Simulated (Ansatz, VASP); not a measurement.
**ZnS: VASP beside Ansatz**

```
Zn S
1.0
     3.81100    0.00000    0.00000
    -1.90550    3.30042    0.00000
     0.00000    0.00000    6.23400
Zn S
2 2
Direct
  0.66667 0.33333 0.50000
  0.33333 0.66667 0.00000
  0.66667 0.33333 0.88500
  0.33333 0.66667 0.38500
```

Alike in both runs: functional r2SCAN; k mesh 5 × 5 × 3; occupations fermi-dirac, width 0.05 eV; no spin polarisation.

|  | VASP | Ansatz |
| --- | --- | --- |
| version | VASP 6.6.1 | Ansatz 0.2.0 |
| potentials or method | VASP PAW PBE potentials, release 64 (Zn, S) | Ansatz PAW |
| plane-wave cutoff (eV) | 520 | 500 |
| valence electrons in the cell | 36 | 36 |
| task | single point | band structure |

|  | VASP | Ansatz | Ansatz less VASP |
| --- | --- | --- | --- |
| gap on the k mesh at the Fermi level (eV) | 2.82 | 2.82 | -0.009 |
| least direct gap on the mesh (eV) | 2.82 | 2.82 | -0.009 |
| pressure (GPa) | 0.2 | 0.2 | -0.08 |
| traceless stress, the component that is largest in VASP (GPa) | -1.34 | -1.33 | +0.009 |
| rms of the force components (eV/Å) | 0.186 | 0.185 | -0.0007 |

VASP's potentials were made for PBE, not for r2SCAN. Atom by atom the forces differ by 0.001 eV/Å (rms over components).
